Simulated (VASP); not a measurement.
Wanted: the native input for a VASP 6.6.1 run.

```
Task                   : relaxation of cell and atoms
Functional             : PBE
Potentials or basis    : VASP PAW PBE potentials, release 64 (Hf_pv, Si, O)
Cutoff                 : 600 eV
k mesh                 : 5 × 5 × 5
Occupations            : fermi-dirac, width 0.05 eV
Spin                   : no spin polarisation
Target pressure        : 5 GPa
Dipole correction      : no
Further INCAR settings : ALGO = Normal; EDIFF = 1e-07; IBRION = 2; EDIFFG = -0.01; NSW = 60; ISIF = 3
```

The structure of HfSiO4 lies in POSCAR:

```
HfSiO4
1.0
   -3.2862500000      3.2862500000      2.9816000000
    3.2862500000     -3.2862500000      2.9816000000
    3.2862500000      3.2862500000     -2.9816000000
Hf Si O
2 2 8
Direct
    0.0000000000      0.0000000000      0.0000000000
    0.7500000000      0.2500000000      0.5000000000
    0.5000000000      0.5000000000      0.0000000000
    0.2500000000      0.7500000000      0.5000000000
    0.6802000000      0.4957000000      0.8155000000
    0.2457000000      0.9302000000      0.3155000000
    0.6802000000      0.8647000000      0.1845000000
    0.6147000000      0.9302000000      0.6845000000
    0.0698000000      0.3853000000      0.3155000000
    0.5043000000      0.3198000000      0.1845000000
    0.0698000000      0.7543000000      0.6845000000
    0.1353000000      0.3198000000      0.8155000000
```

The input as run:

INCAR

```
PREC     = Accurate       # precision mode
ENCUT    = 600            # plane-wave cutoff, eV
EDIFF    = 1E-7           # SCF threshold, eV
ISMEAR   = -1             # smearing method
SIGMA    = 0.05           # smearing width, eV
LREAL    = F              # projectors in reciprocal space
LASPH    = T              # aspherical terms in the spheres
NELM     = 100            # most SCF steps
ALGO     = Normal         # electronic algorithm
ISIF     = 3              # what is computed and relaxed
LWAVE    = F              # write WAVECAR
LCHARG   = F              # write CHGCAR
GGA      = PE             # functional
IBRION   = 2              # ionic algorithm
NSW      = 60             # ionic steps
EDIFFG   = -0.01          # ionic threshold
PSTRESS  = 50.0
```

KPOINTS

```
regular mesh
0
Gamma
  5 5 5
```

Potentials or basis: VASP PAW PBE potentials, release 64 (Hf_pv, Si, O).

Launch:

```bash
$ cat potpaw_PBE.64/Hf_pv/POTCAR potpaw_PBE.64/Si/POTCAR potpaw_PBE.64/O/POTCAR > POTCAR
$ mpirun -np 1 vasp_std > vasp.out
```

It gave:

```
Relaxed volume                                             : 10.72 Å³/atom
Relaxed cell                                               : a = 5.519 Å, b = 5.519 Å, c = 5.519 Å, α = 107.03°, β = 107.03°, γ = 114.48°
Space group after relaxing (to 0.1 Å)                      : I4_1/amd (No. 141)
Energy change on relaxing (the run minimises the enthalpy) : -1.3 meV/atom
Ionic steps                                                : 7
Pressure after relaxing                                    : 5.0 GPa
Largest force after relaxing                               : 0.004 eV/Å
Band gap on the k mesh                                     : 5.46 eV (least direct gap 5.84 eV)
```

Caveat: the cell is relaxed towards a set pressure, so the run minimises the enthalpy, not the energy; spin-orbit coupling is left out, which moves the levels of the heavy elements; an odd mesh through Γ misses points on the zone boundary, where band edges can lie.

Run time: 8.2 min on 1 thread of Intel(R) Xeon(R) Platinum 8488C (Sapphire Rapids), on a shared host, peak memory 0.41 GiB.
